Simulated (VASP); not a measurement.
Crystal: Sb.

```
Sb
1.0
     3.16349    0.00000    0.00000
     0.00000    4.40473    0.00000
    -0.03943    0.00000    4.46383
Sb
2
Direct
  0.01139 0.25000 0.24117
  0.98861 0.75000 0.75883
```

Base run:

```yaml
Program: VASP 6.6.1
Functional: r2SCAN
Potentials_or_basis: VASP PAW PBE potentials, release 64 (Sb)
Cutoff: 520 eV
k_mesh: 9 × 6 × 6
Occupations: fermi-dirac, width 0.05 eV
Spin: no spin polarisation
```

Its results: band gap on the k mesh zero (bands 5 and 6 overlap by 8.45 eV); pressure -2.7 GPa; largest force 0.064 eV/Å.

Task: The run is repeated on the same cell with these changes: functional from r2SCAN to PBEsol. What comes out?

Result: Band gap on the k mesh zero (bands 5 and 6 overlap by 7.96 eV); pressure -4.0 GPa; largest force 0.035 eV/Å.

Caveats: the PAW data sets were made with another functional, which shifts forces and pressure a little; spin-orbit coupling is left out, which moves the levels of the heavy elements; the cell stands under tension (at least some runs).
